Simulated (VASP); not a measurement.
A run of VASP 6.6.1 is set up as follows.

INCAR

```
PREC = Accurate ; ENCUT = 520
EDIFF = 1E-6 ; ISMEAR = -1
SIGMA = 0.1 ; LREAL = False
LASPH = True ; NELM = 150
ALGO = Normal ; ISIF = 2
LWAVE = False ; LCHARG = False
MAGMOM = 0 0 0 ; LORBIT = 11
LSORBIT = True ; GGA_COMPAT = False
LORBMOM = True ; LMAXMIX = 4
GGA = B5 ; ALDAX = 1.0
AGGAX = 1.0 ; AGGAC = 1.0
ALDAC = 0.0 ; NBANDS = 21
```

Contents of KPOINTS:

```
regular mesh
0
Gamma
  13 13 13
```

File POSCAR:

```
Pt
1.0
    0.0000000000      2.0266736658      2.0266736658
    2.0266736658      0.0000000000      2.0266736658
    2.0266736658      2.0266736658      0.0000000000
Pt
1
Direct
    0.0000000000      0.0000000000      0.0000000000
```

Potentials or basis: VASP PAW PBE potentials, release 64 (Pt).

The run is started by

```sh
$ cat potpaw_PBE.64/Pt/POTCAR > POTCAR
$ mpirun -np 1 vasp_ncl > vasp.out
```

Question: Estimate the net moment.

Answer: 0.00 μB per cell.

Question: Estimate the pressure.

Answer: 1.8 GPa.

Moments on the atoms (μB; x, y, z):
```
Pt  0.00 0.00 0.00
```

Caveat: the PAW data sets were made with another functional, which shifts forces and pressure a little.
